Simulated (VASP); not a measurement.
# BiAsS (P6_3/mmc) in VASP: notebook

BiAsS is run at these levels: PBE; tasks: single point.

Everything below comes from runs of VASP 6.6.1. Logs are shortened: lines on timing, memory, paths and dates and some standing lists are left out, and cuts for length are marked.

**1. The cell of the first run**

The structure is hexagonal, space group P6_3/mmc (No. 194). Conventional cell: a = 4.632 Å, b = 4.632 Å, c = 7.488 Å, α = 90.00°, β = 90.00°, γ = 120.00°. Bi (site symmetry -3m) has 6 As at 3.26 Å and 6 S at 3.26 Å and 2 Bi at 3.74 Å within 4.3 Å. As (site symmetry -6m2) has 3 S at 2.67 Å and 6 Bi at 3.26 Å within 3.5 Å. Within 3.5 Å of S (site symmetry -6m2) lie 3 As at 2.67 Å and 6 Bi at 3.26 Å.

**2. Single point, PBE**

Input file INCAR:

```
PREC = Accurate ; ENCUT = 520
EDIFF = 1E-7 ; ISMEAR = 0
SIGMA = 0.1 ; LREAL = F
LASPH = T ; NELM = 100
ALGO = Normal ; ISIF = 2
LWAVE = F ; LCHARG = F
GGA = PE ; NBANDS = 35
```

Input file KPOINTS:

```
regular mesh
0
Gamma
  6 6 2
```

Input file POSCAR:

```
BiAsS
1.0
    4.6319876998      0.0000000028      0.0000000000
   -2.3159938524      4.0114190166      0.0000000000
    0.0000000000      0.0000000000      7.4881529533
Bi As S
2 2 2
Direct
    0.0000000000      0.0000000000      0.5000000000
    0.0000000000      0.0000000000      0.0000000000
    0.3333333333      0.6666666667      0.2500000000
    0.6666666667      0.3333333333      0.7500000000
    0.6666666667      0.3333333333      0.2500000000
    0.3333333333      0.6666666667      0.7500000000
```

Potentials or basis: VASP PAW PBE potentials, release 64 (Bi_d, As, S).

Run with:

```sh
$ cat potpaw_PBE.64/Bi_d/POTCAR potpaw_PBE.64/As/POTCAR potpaw_PBE.64/S/POTCAR > POTCAR
$ mpirun -np 1 vasp_std > vasp.out
```

OUTCAR:

```text
PREC = Accurate
   ENCUT = 520
   EDIFF = 1E-7
   ISMEAR = 0
   LREAL = F
   LASPH = T
   NELM = 100
   ISIF = 2
   GGA = PE

 ion  position               nearest neighbor table
   1  0.000  0.000  0.500-   3 3.26   4 3.26   5 3.26   6 3.26   3 3.26   6 3.26   4 3.26   5 3.26
                             4 3.26   5 3.26   3 3.26   6 3.26   2 3.74   2 3.74
   2  0.000  0.000  0.000-   3 3.26   4 3.26   5 3.26   6 3.26   3 3.26   6 3.26   4 3.26   5 3.26
                             4 3.26   5 3.26   3 3.26   6 3.26   1 3.74   1 3.74
   3  0.333  0.667  0.250-   5 2.67   5 2.67   5 2.67   1 3.26   2 3.26   2 3.26   1 3.26   2 3.26
                             1 3.26
   4  0.667  0.333  0.750-   6 2.67   6 2.67   6 2.67   1 3.26   2 3.26   1 3.26   2 3.26   1 3.26
                             2 3.26
   5  0.667  0.333  0.250-   3 2.67   3 2.67   3 2.67   1 3.26   2 3.26   1 3.26   2 3.26   1 3.26
                             2 3.26
   6  0.333  0.667  0.750-   4 2.67   4 2.67   4 2.67   1 3.26   2 3.26   2 3.26   1 3.26   2 3.26
                             1 3.26

  LATTYP: Found a hexagonal cell.
 ALAT       =     4.6319876998
 C/A-ratio  =     1.6166176248

  Lattice vectors:

 A1 = (   4.6319876998,   0.0000000028,   0.0000000000)
 A2 = (  -2.3159938524,   4.0114190166,   0.0000000000)
 A3 = (   0.0000000000,   0.0000000000,   7.4881529533)

Analysis of symmetry for initial positions (statically):
=====================================================================
 Subroutine PRICEL returns:
 Original cell was already a primitive cell.

 Routine SETGRP: Setting up the symmetry group for a
 hexagonal supercell.

 Subroutine GETGRP returns: Found 24 space group operations
 (whereof 12 operations were pure point group operations)
 out of a pool of 24 trial point group operations.

The static configuration has the point symmetry D_3d.
 The point group associated with its full space group is D_6h.

Analysis of symmetry for dynamics (positions and initial velocities):
=====================================================================
 Subroutine PRICEL returns:
 Original cell was already a primitive cell.

 Routine SETGRP: Setting up the symmetry group for a
 hexagonal supercell.

 Subroutine GETGRP returns: Found 24 space group operations
 (whereof 12 operations were pure point group operations)
 out of a pool of 24 trial point group operations.

The dynamic configuration has the point symmetry D_3d.
 The point group associated with its full space group is D_6h.

 Subroutine INISYM returns: Found 24 space group operations
 (whereof 12 operations are pure point group operations),
 and found     1 'primitive' translations

----------------------------------------------------------------------------------------

                                     Primitive cell

  volume of cell :     139.1362

  direct lattice vectors                    reciprocal lattice vectors
     4.631987700  0.000000003  0.000000000     0.215890038  0.124644172  0.000000000
    -2.315993852  4.011419017  0.000000000    -0.000000000  0.249288343  0.000000000
     0.000000000  0.000000000  7.488152953     0.000000000  0.000000000  0.133544281

  length of vectors
     4.631987700  4.631987700  7.488152953     0.249288343  0.249288343  0.133544281

  position of ions in fractional coordinates (direct lattice)
     0.000000000  0.000000000  0.500000000
     0.000000000  0.000000000  0.000000000
     0.333333333  0.666666667  0.250000000
     0.666666667  0.333333333  0.750000000
     0.666666667  0.333333333  0.250000000
     0.333333333  0.666666667  0.750000000

  ion indices of the primitive-cell ions
   primitive index   ion index
                 1           1
                 2           2
                 3           3
                 4           4
                 5           5
                 6           6

----------------------------------------------------------------------------------------

 KPOINTS: regular mesh

Automatic generation of k-mesh.
 Grid dimensions read from file:
 generate k-points for:    6    6    2

 Generating k-lattice:

  Cartesian coordinates                     Fractional coordinates (reciprocal lattice)
     0.035981673  0.020774029  0.000000000     0.166666667  0.000000000  0.000000000
    -0.000000000  0.041548057  0.000000000     0.000000000  0.166666667  0.000000000
     0.000000000  0.000000000  0.066772140     0.000000000  0.000000000  0.500000000

  Length of vectors
     0.041548057  0.041548057  0.066772140

  Shift w.r.t. Gamma in fractional coordinates (k-lattice)
     0.000000000  0.000000000  0.000000000

 Subroutine IBZKPT returns following result:
 ===========================================

 Found     14 irreducible k-points:

 Following reciprocal coordinates:
            Coordinates               Weight
  0.000000  0.000000  0.000000      1.000000
  0.166667  0.000000  0.000000      6.000000
  0.333333  0.000000  0.000000      6.000000
  0.500000  0.000000  0.000000      3.000000
  0.166667  0.166667  0.000000      6.000000
  0.333333  0.166667  0.000000     12.000000
  0.333333  0.333333  0.000000      2.000000
  0.000000  0.000000  0.500000      1.000000
  0.166667  0.000000  0.500000      6.000000
  0.333333  0.000000  0.500000      6.000000
  0.500000  0.000000  0.500000      3.000000
  0.166667  0.166667  0.500000      6.000000
  0.333333  0.166667  0.500000     12.000000
  0.333333  0.333333  0.500000      2.000000
   k-points           NKPTS =     14   k-points in BZ     NKDIM =     14   number of bands    NBANDS=     35
   number of dos      NEDOS =    301   number of ions     NIONS =      6
   total plane-waves  NPLWV =  72576
   dimension x,y,z NGX =    36 NGY =   36 NGZ =   56
   dimension x,y,z NGXF=    72 NGYF=   72 NGZF=  112
   ions per type =               2   2   2
   NGX,Y,Z   is equivalent  to a cutoff of  12.92, 12.92, 12.43 a.u.
   NGXF,Y,Z  is equivalent  to a cutoff of  25.84, 25.84, 24.87 a.u.
 SYSTEM =  unknown system
   PREC   = accura    normal or accurate (medium, high low for compatibility)
   ISTART =      0    job   : 0-new  1-cont  2-samecut
   ICHARG =      2    charge: 1-file 2-atom 10-const
   ISPIN  =      1    spin polarized calculation?
   LNONCOLLINEAR =      F non collinear calculations
   LSORBIT =      F    spin-orbit coupling
   LASPH  =      T    aspherical Exc in radial PAW
   ENCUT  =  520.0 eV  38.22 Ry    6.18 a.u.   8.61  8.61 13.92*2*pi/ulx,y,z
   NELM   =    100;   NELMIN=  2; NELMDL= -5     # of ELM steps
   EDIFF  = 0.1E-06   stopping-criterion for ELM
   LREAL  =      F    real-space projection
   EDIFFG = 0.1E-05   stopping-criterion for IOM
   NSW    =      0    number of steps for IOM
   IBRION =     -1    ionic relax: 0-MD 1-quasi-New 2-CG
   NFREE  =      0    steps in history (QN), initial steepest desc. (CG)
   ISIF   =      2    stress and relaxation
   ISYM   =      2    0-nonsym 1-usesym 2-fastsym
   POTIM  = 0.5000    time-step for ionic-motion
   TEBEG  =    0.0;   TEEND  =   0.0 temperature during run
   PSTRESS=    0.0 pullay stress
   NELECT =      52.0000    total number of electrons
   NUPDOWN=      -1.0000    fix difference up-down
   EMIN   =  10.00;   EMAX   =-10.00  energy-range for DOS
   EFERMI =   0.00;   METHOD = LEGACY
   ISMEAR =     0;   SIGMA  =   0.10  broadening in eV -4-tet -1-fermi 0-gaus
   EFERMI_NEDOS =   21; number of points for ismear=-14 and -15
   IALGO  =     38    algorithm
   IMIX   =      4    mixing-type and parameters
     AMIX     =   0.40;   BMIX     =  1.00
     AMIX_MAG =   1.60;   BMIX_MAG =  1.00
  volume/ion in A,a.u.               =      23.19       156.49
  Fermi-wavevector in a.u.,A,eV,Ry     =   1.179223  2.228408 18.919808  1.390567
  Thomas-Fermi vector in A             =   2.315538
   LORBIT       =      0    0 simple, 1 ext, 2 COOP (PROOUT), +10 PAW based schemes
   GGA     = PE    functional components
   LHFCALC =     F    Hartree Fock is set to
   AEXX    =    0.0000 exact exchange contribution
   IVDW    =     0    specifies the selected vdW correction
   LEPSILON=     F    determine dielectric tensor
   LRPA    =     F    only Hartree local field effects (RPA)
 non-spin polarized calculation
 Gauss-broadening in eV      SIGMA  =   0.10
  energy-cutoff  :      520.00
  volume of cell :      139.14
 maximum number of plane-waves:      3772
 NGX is ok and might be reduce to    36
   NGX = 17   NGY = 17   NGZ = 27

 number of electron      52.0000014 magnetization

 Free energy of the ion-electron system (eV)
  ---------------------------------------------------
  ext. energy  EPLUGINS =         0.00000000
  ---------------------------------------------------
  free energy    TOTEN  =       -23.03226997 eV

  energy without entropy =      -22.99502829  energy(sigma->0) =      -23.01364913

 E-fermi :   6.7255     XC(G=0): -10.3346

 val. band max:        6.7095652988   @ k =   0.3333   0.3333   0.0000
 cond. band min:       6.7287036285   @ k =   0.1667   0.1667   0.0000
 fundamental gap:      0.0191383297
 Fermi energy:         6.7254748947

 k-point     1 :       0.0000    0.0000    0.0000
  band No.  band energies     occupation
      1     -16.4870      2.00000
      2     -16.4870      2.00000
      3     -16.4833      2.00000
      4     -16.4833      2.00000
      5     -16.4792      2.00000
      6     -16.4635      2.00000
[... 27 lines left out ...]
     34      11.6267      0.00000
     35      11.6286      0.00000

 k-point     2 :       0.1667    0.0000    0.0000
  band No.  band energies     occupation
      1     -16.4875      2.00000
      2     -16.4851      2.00000
      3     -16.4835      2.00000
      4     -16.4816      2.00000
      5     -16.4784      2.00000
      6     -16.4658      2.00000
[... 27 lines left out ...]
     34      10.9161      0.00000
     35      11.2981      0.00000
[... 416 lines left out ...]
     34      10.2528      0.00000
     35      14.3084      0.00000

 k-point    14 :       0.3333    0.3333    0.5000
  band No.  band energies     occupation
      1     -16.4820      2.00000
      2     -16.4820      2.00000
      3     -16.4816      2.00000
      4     -16.4816      2.00000
      5     -16.4560      2.00000
      6     -16.4560      2.00000
[... 27 lines left out ...]
     34      10.6108      0.00000
     35      14.7670      0.00000

------------------------ aborting loop because EDIFF is reached ----------------------------------------

  FORCE on cell =-STRESS in cart. coord.  units (eV):
  Direction    XX          YY          ZZ          XY          YZ          ZX
  --------------------------------------------------------------------------------------
  -------------------------------------------------------------------------------------
  Total       -0.0058797     -0.0058797     -0.1220812      0.0000000      0.0000000      0.0000000
  in kB       -0.0677055     -0.0677055     -1.4057864      0.0000000      0.0000000      0.0000000
  external PRESSURE =      -0.5137325 kB  Pullay stress =       0.0000000 kB

 VOLUME and BASIS-vectors are now :
 -----------------------------------------------------------------------------
  energy-cutoff  :      520.00
  volume of cell :      139.14
      direct lattice vectors                 reciprocal lattice vectors
     4.631987700  0.000000003  0.000000000     0.215890038  0.124644172  0.000000000
    -2.315993852  4.011419017  0.000000000    -0.000000000  0.249288343  0.000000000
     0.000000000  0.000000000  7.488152953     0.000000000  0.000000000  0.133544281

 POSITION                                       TOTAL-FORCE (eV/Angst)
 -----------------------------------------------------------------------------------
      0.00000      0.00000      3.74408        -0.000000      0.000000      0.000000
      0.00000      0.00000      0.00000        -0.000000      0.000000      0.000000
     -0.00000      2.67428      1.87204        -0.000000     -0.000000      0.000000
      2.31599      1.33714      5.61611        -0.000000      0.000000      0.000000
      2.31599      1.33714      1.87204        -0.000000      0.000000     -0.000000
     -0.00000      2.67428      5.61611         0.000000     -0.000000     -0.000000
 -----------------------------------------------------------------------------------
    total drift:                               -0.000000      0.000000      0.000000

  FREE ENERGIE OF THE ION-ELECTRON SYSTEM (eV)
  ---------------------------------------------------
  free  energy   TOTEN  =       -23.0322699654 eV

  energy  without entropy=      -22.9950282899  energy(sigma->0) =      -23.01364913
```

It took 79 s on 1 thread of Intel Xeon Platinum 8259CL at 2.50GHz (Skylake/Cascade Lake), shared host; peak memory 0.28 GiB.

What came out:

```yaml
Free_energy: -23.0323 eV
Pressure: -0.1 GPa
Band_gap_on_the_k_mesh: zero (band 26 reaches 7.26 eV, above the bottom of band 27 at 6.59 eV)
```

Stress tensor (GPa, compression positive):
```
-0.01  0.00  0.00
 0.00 -0.01  0.00
 0.00  0.00 -0.14
```

Caveat: the k points lie up to 0.42 Å⁻¹ apart; spin-orbit coupling is left out, which moves the levels of the heavy elements.

(Continued in part 2 of 2.)
